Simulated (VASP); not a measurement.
GaAs:

```
CELL_PARAMETERS angstrom
0.00000 2.87225 2.87225
2.87225 0.00000 2.87225
2.87225 2.87225 0.00000
ATOMIC_POSITIONS crystal
Ga 0.00000 0.00000 0.00000
As 0.25000 0.25000 0.25000
```

```yaml
Program: VASP 6.6.1
Task: relaxation of cell and atoms
Functional: PBEsol
Potentials_or_basis: VASP PAW PBE potentials, release 64 (Ga_d, As)
Cutoff: 600 eV
k_mesh: 8 × 8 × 8
Occupations: fermi-dirac, width 0.02 eV
Spin: no spin polarisation
```

At the start: pressure -2.7 GPa; volume 23.70 Å³/atom.

Task: Where does the relaxation end?

Result: Over 3 steps the energy falls by 8.8 meV/atom and the volume is 22.69 Å³/atom (-4.2 %); space group F-43m (No. 216, to 0.1 Å) before and after.

Step by step:
| step | energy change (eV) | largest force (eV/Å) | pressure (GPa) | volume (Å³) |
| --- | --- | --- | --- | --- |
| 1 | 0.0000 | 0.0000 | -2.72 | 47.39 |
| 2 | -0.0153 | 0.0000 | 1.12 | 44.68 |
| 3 | -0.0177 | 0.0000 | 0.00 | 45.39 |

Final structure:
```
Ga As
1.0
     0.00000    2.83116    2.83116
     2.83116    0.00000    2.83116
     2.83116    2.83116    0.00000
Ga As
1 1
Direct
  0.00000 0.00000 0.00000
  0.25000 0.25000 0.25000
```

Caveat: the PAW data sets were made with another functional, which shifts forces and pressure a little.
